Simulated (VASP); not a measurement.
Write the native input for VASP 6.6.1 that does the following.

| Quantity | Value |
| --- | --- |
| Task | single point |
| Functional | LDA |
| Potentials or basis | VASP PAW LDA potentials, release 64 (Hf_pv) |
| Cutoff | 520 eV |
| k mesh | 9 × 9 × 12 |
| Occupations | fermi-dirac, width 0.1 eV |
| Spin | no spin polarisation |
| Dipole correction | no |
| Further INCAR settings | ALGO = Normal; EDIFF = 1e-07; NBANDS = 22 |

The structure of Hf lies in POSCAR:

```
Hf
1.0
    4.9842134364      0.0000000000      0.0000000000
   -2.4921067182      4.3164554538      0.0000000000
    0.0000000000      0.0000000000      3.1065615893
Hf
3
Direct
    1.0000000000      1.0000000000      1.0000000000
    0.3333333333      0.6666666667      0.5000000000
    0.6666666667      0.3333333333      0.5000000000
```

This cell differs from its parent crystal: volume scaled by 1.08.

One way to write it, as run:

INCAR

```
PREC = Accurate
ENCUT = 520
EDIFF = 1E-7
ISMEAR = -1
SIGMA = 0.1
LREAL = F
LASPH = T
NELM = 60
ALGO = Normal
ISIF = 2
LWAVE = F
LCHARG = F
GGA = CA
NBANDS = 22
```

KPOINTS

```
Automatic mesh
0
Gamma
  9 9 12
```

Potentials or basis: VASP PAW LDA potentials, release 64 (Hf_pv).

The run is started by

```console
$ cat potpaw_LDA.64/Hf_pv/POTCAR > POTCAR
$ mpirun -np 1 vasp_std > vasp.out
```

It gave:

```
Pressure               : -8.1 GPa
Band gap on the k mesh : zero (band 15 reaches 4.98 eV, above the bottom of band 16 at 4.08 eV)
```

Caveat: spin-orbit coupling is left out, which moves the levels of the heavy elements.

Run time: 38 s on 1 thread of Intel(R) Xeon(R) 6975P-C (Granite Rapids), with other jobs on the host, peak memory 0.22 GiB.
